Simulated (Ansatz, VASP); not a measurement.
# Two plane-wave programs on Te

```
Te
1.0
     2.27245    1.31200    1.68207
    -2.27245    1.31200    1.68207
     0.00000   -2.62400    1.68207
Te
1
Direct
  0.50000 0.50000 0.50000
```

Alike in both runs: task single point; functional PBE; k mesh 15 × 15 × 15; occupations gaussian, width 0.15 eV; no spin polarisation.

|  | VASP | Ansatz |
| --- | --- | --- |
| version | VASP 6.6.1 | Ansatz 0.2.0 |
| potentials or method | VASP PAW PBE potentials, release 64 (Te), cutoff 520 eV | scalar-relativistic, plane waves, PAW |
| valence electrons in the cell | 6 | 16 |

|  | VASP | Ansatz | Ansatz less VASP |
| --- | --- | --- | --- |
| gap on the k mesh at the Fermi level (eV) | none | none | - |
| pressure (GPa) | 4.7 | 4.7 | +0.03 |
| traceless stress, the component that is largest in VASP (GPa) | -0.17 | -0.16 | +0.005 |

A gap of «none» marks a metal or a gap that the smearing closes. VASP's potentials hold 6 valence electrons a cell and Ansatz's 16, so a difference there can come from the potentials and not from the codes.

Neither program's run includes spin-orbit coupling.
